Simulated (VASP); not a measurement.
# AgSn2SeI3 (P-62m) in VASP: single point with PBE

Aim: the single point of AgSn2SeI3 with PBE.

Program: VASP 6.6.1. These are calculated values, not measurements. Logs are shortened: lines on timing, memory, paths and dates and some standing lists are left out, and cuts for length are marked.

## Step 1: The cell of the first run

The structure is hexagonal, space group P-62m (No. 189). Conventional cell: a = 9.923 Å, b = 9.923 Å, c = 4.802 Å, α = 90.00°, β = 90.00°, γ = 120.00°. Ag (site symmetry -62m) has 2 Se at 2.40 Å within 3.2 Å. Sn (site symmetry -6) has 3 I at 3.04 Å within 4.0 Å. Se (site symmetry -62m) has 2 Ag at 2.40 Å within 3.2 Å. Within 4.0 Å of I (site symmetry m2m) lie 2 Sn at 3.04 Å and 1 Se at 3.94 Å.

## Step 2: Single point, PBE

Contents of INCAR:

```
SYSTEM = AgSn2SeI3
PREC = Accurate
ENCUT = 520
EDIFF = 1E-6
ISMEAR = 0
SIGMA = 0.15
LREAL = .FALSE.
LASPH = .TRUE.
NELM = 100
ALGO = Normal
ISIF = 2
LWAVE = .FALSE.
LCHARG = .FALSE.
GGA = PE
NBANDS = 42
```

Contents of KPOINTS:

```
regular mesh
0
G
  2 2 3
  0 0 0
```

Contents of POSCAR:

```
AgSn2SeI3
1.0
    9.9225108238      0.0000000000      0.0000000000
   -4.9612554119      8.5931464427      0.0000000000
    0.0000000000      0.0000000000      4.8022376586
Ag Sn Se I
1 2 1 3
Direct
    0.0000000000      0.0000000000      0.0000000000
    0.3333333333      0.6666666667      0.5000000000
    0.6666666667      0.3333333333      0.5000000000
    0.0000000000      0.0000000000      0.5000000000
    0.6025159840      0.0000000000      0.5000000000
    0.0000000000      0.6025159840      0.5000000000
    0.3974840160      0.3974840160      0.5000000000
```

Potentials or basis: VASP PAW PBE potentials, release 64 (Ag, Sn_d, Se, I).

Command:

```
> cat potpaw_PBE.64/Ag/POTCAR potpaw_PBE.64/Sn_d/POTCAR potpaw_PBE.64/Se/POTCAR potpaw_PBE.64/I/POTCAR > POTCAR
> mpirun -np 1 vasp_std > vasp.out
```

OUTCAR:

```text
SYSTEM = AgSn2SeI3
   PREC = Accurate
   ENCUT = 520
   EDIFF = 1E-6
   ISMEAR = 0
   LREAL = .FALSE.
   LASPH = .TRUE.
   NELM = 100
   ISIF = 2
   GGA = PE

 ion  position               nearest neighbor table
   1  0.000  0.000  0.000-   4 2.40   4 2.40
   2  0.333  0.667  0.500-   6 3.04   5 3.04   7 3.04
   3  0.667  0.333  0.500-   5 3.04   6 3.04   7 3.04
   4  0.000  0.000  0.500-   1 2.40   1 2.40
   5  0.603  0.000  0.500-   3 3.04   2 3.04
   6  0.000  0.603  0.500-   2 3.04   3 3.04
   7  0.397  0.397  0.500-   2 3.04   3 3.04

  LATTYP: Found a hexagonal cell.
 ALAT       =     9.9225108238
 C/A-ratio  =     0.4839740408

  Lattice vectors:

 A1 = (   9.9225108238,   0.0000000000,   0.0000000000)
 A2 = (  -4.9612554119,   8.5931464427,   0.0000000000)
 A3 = (   0.0000000000,   0.0000000000,   4.8022376586)

Analysis of symmetry for initial positions (statically):
=====================================================================
 Subroutine PRICEL returns:
 Original cell was already a primitive cell.

 Routine SETGRP: Setting up the symmetry group for a
 hexagonal supercell.

 Subroutine GETGRP returns: Found 12 space group operations
 (whereof 12 operations were pure point group operations)
 out of a pool of 24 trial point group operations.

The static configuration has the point symmetry D_3h.

Analysis of symmetry for dynamics (positions and initial velocities):
=====================================================================
 Subroutine PRICEL returns:
 Original cell was already a primitive cell.

 Routine SETGRP: Setting up the symmetry group for a
 hexagonal supercell.

 Subroutine GETGRP returns: Found 12 space group operations
 (whereof 12 operations were pure point group operations)
 out of a pool of 24 trial point group operations.

The dynamic configuration has the point symmetry D_3h.

 Subroutine INISYM returns: Found 12 space group operations
 (whereof 12 operations are pure point group operations),
 and found     1 'primitive' translations

----------------------------------------------------------------------------------------

                                     Primitive cell

  volume of cell :     409.4656

  direct lattice vectors                    reciprocal lattice vectors
     9.922510824  0.000000000  0.000000000     0.100780943  0.058185905  0.000000000
    -4.961255412  8.593146443  0.000000000     0.000000000  0.116371809  0.000000000
     0.000000000  0.000000000  4.802237659     0.000000000  0.000000000  0.208236258

  length of vectors
     9.922510824  9.922510824  4.802237659     0.116371809  0.116371809  0.208236258

  position of ions in fractional coordinates (direct lattice)
     0.000000000  0.000000000  0.000000000
     0.333333333  0.666666667  0.500000000
     0.666666667  0.333333333  0.500000000
     0.000000000  0.000000000  0.500000000
     0.602515984  0.000000000  0.500000000
     1.000000000  0.602515984  0.500000000
     0.397484016  0.397484016  0.500000000

  ion indices of the primitive-cell ions
   primitive index   ion index
                 1           1
                 2           2
                 3           3
                 4           4
                 5           5
                 6           6
                 7           7

----------------------------------------------------------------------------------------

 KPOINTS: regular mesh

Automatic generation of k-mesh.
 Grid dimensions read from file:
 generate k-points for:    2    2    3

 Generating k-lattice:

  Cartesian coordinates                     Fractional coordinates (reciprocal lattice)
     0.050390472  0.029092952  0.000000000     0.500000000 -0.000000000  0.000000000
     0.000000000  0.058185905  0.000000000     0.000000000  0.500000000  0.000000000
     0.000000000  0.000000000  0.069412086     0.000000000  0.000000000  0.333333333

  Length of vectors
     0.058185905  0.058185905  0.069412086

  Shift w.r.t. Gamma in fractional coordinates (k-lattice)
     0.000000000  0.000000000  0.000000000

 Subroutine IBZKPT returns following result:
 ===========================================

 Found      4 irreducible k-points:

 Following reciprocal coordinates:
            Coordinates               Weight
  0.000000  0.000000  0.000000      1.000000
  0.500000 -0.000000  0.000000      3.000000
  0.000000  0.000000  0.333333      2.000000
  0.500000 -0.000000  0.333333      6.000000
   k-points           NKPTS =      4   k-points in BZ     NKDIM =      4   number of bands    NBANDS=     42
   number of dos      NEDOS =    301   number of ions     NIONS =      7
   total plane-waves  NPLWV = 230400
   dimension x,y,z NGX =    80 NGY =   80 NGZ =   36
   dimension x,y,z NGXF=   160 NGYF=  160 NGZF=   72
   ions per type =               1   2   1   3
   NGX,Y,Z   is equivalent  to a cutoff of  13.40, 13.40, 12.46 a.u.
   NGXF,Y,Z  is equivalent  to a cutoff of  26.81, 26.81, 24.93 a.u.
 SYSTEM =  AgSn2SeI3
   PREC   = accura    normal or accurate (medium, high low for compatibility)
   ISTART =      0    job   : 0-new  1-cont  2-samecut
   ICHARG =      2    charge: 1-file 2-atom 10-const
   ISPIN  =      1    spin polarized calculation?
   LNONCOLLINEAR =      F non collinear calculations
   LSORBIT =      F    spin-orbit coupling
   LASPH  =      T    aspherical Exc in radial PAW
   ENCUT  =  520.0 eV  38.22 Ry    6.18 a.u.  18.45 18.45  8.93*2*pi/ulx,y,z
   NELM   =    100;   NELMIN=  2; NELMDL= -5     # of ELM steps
   EDIFF  = 0.1E-05   stopping-criterion for ELM
   LREAL  =      F    real-space projection
   EDIFFG = 0.1E-04   stopping-criterion for IOM
   NSW    =      0    number of steps for IOM
   IBRION =     -1    ionic relax: 0-MD 1-quasi-New 2-CG
   NFREE  =      0    steps in history (QN), initial steepest desc. (CG)
   ISIF   =      2    stress and relaxation
   ISYM   =      2    0-nonsym 1-usesym 2-fastsym
   POTIM  = 0.5000    time-step for ionic-motion
   TEBEG  =    0.0;   TEEND  =   0.0 temperature during run
   PSTRESS=    0.0 pullay stress
   NELECT =      66.0000    total number of electrons
   NUPDOWN=      -1.0000    fix difference up-down
   EMIN   =  10.00;   EMAX   =-10.00  energy-range for DOS
   EFERMI =   0.00;   METHOD = LEGACY
   ISMEAR =     0;   SIGMA  =   0.15  broadening in eV -4-tet -1-fermi 0-gaus
   EFERMI_NEDOS =   21; number of points for ismear=-14 and -15
   IALGO  =     38    algorithm
   IMIX   =      4    mixing-type and parameters
     AMIX     =   0.40;   BMIX     =  1.00
     AMIX_MAG =   1.60;   BMIX_MAG =  1.00
  volume/ion in A,a.u.               =      58.50       394.74
  Fermi-wavevector in a.u.,A,eV,Ry     =   0.890944  1.683640 10.800045  0.793781
  Thomas-Fermi vector in A             =   2.012700
   LORBIT       =      0    0 simple, 1 ext, 2 COOP (PROOUT), +10 PAW based schemes
   GGA     = PE    functional components
   LHFCALC =     F    Hartree Fock is set to
   AEXX    =    0.0000 exact exchange contribution
   IVDW    =     0    specifies the selected vdW correction
   LEPSILON=     F    determine dielectric tensor
   LRPA    =     F    only Hartree local field effects (RPA)
 non-spin polarized calculation
 Gauss-broadening in eV      SIGMA  =   0.15
  energy-cutoff  :      520.00
  volume of cell :      409.47
 maximum number of plane-waves:     11069
 NGX is ok and might be reduce to    80
   NGX = 37   NGY = 37   NGZ = 17

 number of electron      66.0000001 magnetization

 Free energy of the ion-electron system (eV)
  ---------------------------------------------------
  ext. energy  EPLUGINS =         0.00000000
  ---------------------------------------------------
  free energy    TOTEN  =       -17.37481658 eV

  energy without entropy =      -17.24195712  energy(sigma->0) =      -17.30838685

 E-fermi :   0.5870     XC(G=0):  -6.2786

 val. band max:        0.5341664726   @ k =   0.5000  -0.0000   0.3333
 cond. band min:       0.6203046007   @ k =   0.5000  -0.0000   0.3333
 fundamental gap:      0.0861381281
 Fermi energy:         0.5870198971

 k-point     1 :       0.0000    0.0000    0.0000
  band No.  band energies     occupation
      1     -21.5718      2.00000
      2     -21.5718      2.00000
      3     -21.5699      2.00000
      4     -21.5699      2.00000
      5     -21.5660      2.00000
      6     -21.5648      2.00000
[... 34 lines left out ...]
     41       4.5122      0.00000
     42       5.4446      0.00000

 k-point     2 :       0.5000   -0.0000    0.0000
  band No.  band energies     occupation
      1     -21.5718      2.00000
      2     -21.5713      2.00000
      3     -21.5706      2.00000
      4     -21.5699      2.00000
      5     -21.5655      2.00000
      6     -21.5651      2.00000
[... 34 lines left out ...]
     41       4.4929      0.00000
     42       4.9192      0.00000

 k-point     3 :       0.0000    0.0000    0.3333
  band No.  band energies     occupation
      1     -21.5717      2.00000
      2     -21.5717      2.00000
      3     -21.5699      2.00000
      4     -21.5699      2.00000
      5     -21.5642      2.00000
      6     -21.5630      2.00000
[... 34 lines left out ...]
     41       4.6960      0.00000
     42       5.2513      0.00000

 k-point     4 :       0.5000   -0.0000    0.3333
  band No.  band energies     occupation
      1     -21.5718      2.00000
      2     -21.5712      2.00000
      3     -21.5705      2.00000
      4     -21.5698      2.00000
      5     -21.5637      2.00000
      6     -21.5633      2.00000
[... 34 lines left out ...]
     41       5.1594      0.00000
     42       5.3172      0.00000

------------------------ aborting loop because EDIFF is reached ----------------------------------------

  FORCE on cell =-STRESS in cart. coord.  units (eV):
  Direction    XX          YY          ZZ          XY          YZ          ZX
  --------------------------------------------------------------------------------------
  -------------------------------------------------------------------------------------
  Total        0.0843682      0.0843682     -0.1741216      0.0000000      0.0000000      0.0000000
  in kB        0.3301200      0.3301200     -0.6813115      0.0000000      0.0000000      0.0000000
  external PRESSURE =      -0.0070239 kB  Pullay stress =       0.0000000 kB

 VOLUME and BASIS-vectors are now :
 -----------------------------------------------------------------------------
  energy-cutoff  :      520.00
  volume of cell :      409.47
      direct lattice vectors                 reciprocal lattice vectors
     9.922510824  0.000000000  0.000000000     0.100780943  0.058185905  0.000000000
    -4.961255412  8.593146443  0.000000000     0.000000000  0.116371809  0.000000000
     0.000000000  0.000000000  4.802237659     0.000000000  0.000000000  0.208236258

 POSITION                                       TOTAL-FORCE (eV/Angst)
 -----------------------------------------------------------------------------------
      0.00000      0.00000      0.00000         0.000000      0.000000      0.000000
     -0.00000      5.72876      2.40112         0.000000      0.000000      0.000000
      4.96126      2.86438      2.40112         0.000000     -0.000000      0.000000
      0.00000      0.00000      2.40112         0.000000     -0.000000      0.000000
      5.97847      0.00000      2.40112        -0.042907     -0.000000     -0.000000
     -2.98924      5.17751      2.40112         0.021453     -0.037158     -0.000000
      1.97202      3.41564      2.40112         0.021453      0.037158      0.000000
 -----------------------------------------------------------------------------------
    total drift:                               -0.000001     -0.000002     -0.000000

  FREE ENERGIE OF THE ION-ELECTRON SYSTEM (eV)
  ---------------------------------------------------
  free  energy   TOTEN  =       -17.3748165799 eV

  energy  without entropy=      -17.2419571178  energy(sigma->0) =      -17.30838685
```

Wall time 69 s (1 thread of Intel Xeon 6975P-C (Granite Rapids), shared host); peak memory 0.55 GiB.

Results:

```
Free energy            : -17.3748 eV
Pressure               : 0.0 GPa
Largest force          : 0.043 eV/Å
Band gap on the k mesh : zero (band 33 reaches 0.53 eV, above the bottom of band 34 at 0.52 eV)
```

Forces on the atoms (eV/Å):
```
Ag   0.000  0.000  0.000
Sn   0.000  0.000  0.000
Sn   0.000  0.000  0.000
Se   0.000  0.000  0.000
I   -0.043  0.000  0.000
I    0.021 -0.037  0.000
I    0.021  0.037  0.000
```

Stress tensor (GPa, compression positive):
```
 0.03  0.00  0.00
 0.00  0.03  0.00
 0.00  0.00 -0.07
```

Levels at points of the mesh, in eV from the Fermi level:
| k point | band 30 | band 31 | band 32 | band 33 | band 34 | band 35 | band 36 | band 37 |
| --- | --- | --- | --- | --- | --- | --- | --- | --- |
| (0.00, 0.00, 0.00) | -1.84 | -0.80 | -0.80 | -0.68 | 0.82 | 0.82 | 0.93 | 1.78 |
| (0.50, 0.00, 0.00) | -1.76 | -1.75 | -0.79 | -0.68 | 1.10 | 1.21 | 1.49 | 2.11 |

Caveat: the k points lie up to 0.44 Å⁻¹ apart; spin-orbit coupling is left out, which moves the levels of the heavy elements.
